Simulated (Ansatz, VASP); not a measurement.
Cr in VASP and in Ansatz

INCAR

```
SYSTEM = Cr
PREC = Accurate ; ENCUT = 600
EDIFF = 1E-6 ; ISMEAR = -1
SIGMA = 0.05 ; LREAL = .False.
LASPH = .True. ; NELM = 200
ALGO = Normal ; ISIF = 2
LWAVE = .False. ; LCHARG = .False.
ISPIN = 2 ; MAGMOM = 2.2
LORBIT = 11 ; NUPDOWN = 2.2
LMAXMIX = 4 ; GGA = PS
NBANDS = 17 ; GGA_COMPAT = .False.
```

File KPOINTS:

```
regular mesh
0
Gamma
  10 10 10
  0 0 0
```

Contents of POSCAR:

```
Cr
1.0
   -1.4844496776      1.4844496776      1.4844496776
    1.4844496776     -1.4844496776      1.4844496776
    1.4844496776      1.4844496776     -1.4844496776
Cr
1
Direct
    0.0000000000      0.0000000000      0.0000000000
```

Contents of input.yaml:

```yaml
crystal:
  lattice:
    - [-1.4844496776, 1.4844496776, 1.4844496776]
    - [1.4844496776, -1.4844496776, 1.4844496776]
    - [1.4844496776, 1.4844496776, -1.4844496776]
  atoms:
    - { symbol: Cr, position: [0.0, 0.0, 0.0], spin: 2.2 }
hamiltonian:
  xc: pbesol
  pseudopotentials: { kind: paw }
magnetization:
  spin_polarized: true
  initial_magnetization: 2.2
  spin_locking: { lock_magnetization: hard }
kpoints:
  mp_grid: { grid: [10, 10, 10] }
scf:
  occupations: { method: fermi_dirac, width: 0.05 }
  lower_state_search: "off"
output:
  forces: true
  stress: true
  eigenvalues: true
```

Alike in both runs: task single point; functional PBEsol; k mesh 10 × 10 × 10; occupations fermi-dirac, width 0.05 eV; collinear spin; fixed moment 2.2 μB.

|  | VASP | Ansatz |
| --- | --- | --- |
| version | VASP 6.6.1 | Ansatz 0.2.0 |
| potentials or method | VASP PAW PBE potentials, release 64 (Cr_sv) | Ansatz PAW |
| plane-wave cutoff (eV) | 600 | 420 |
| valence electrons in the cell | 14 | 14 |

|  | VASP | Ansatz | Ansatz less VASP |
| --- | --- | --- | --- |
| pressure (GPa) | -5.2 | -2.9 | +2.31 |
| net moment per atom (μB) | 2.20 | 2.20 | 0.000 |
| size of the moment on the site where the two differ most (μB) | 1.82 | 1.95 | +0.132 |

VASP's potentials were made for PBE, not for PBEsol. Site moments also hang on the region over which each program counts them.
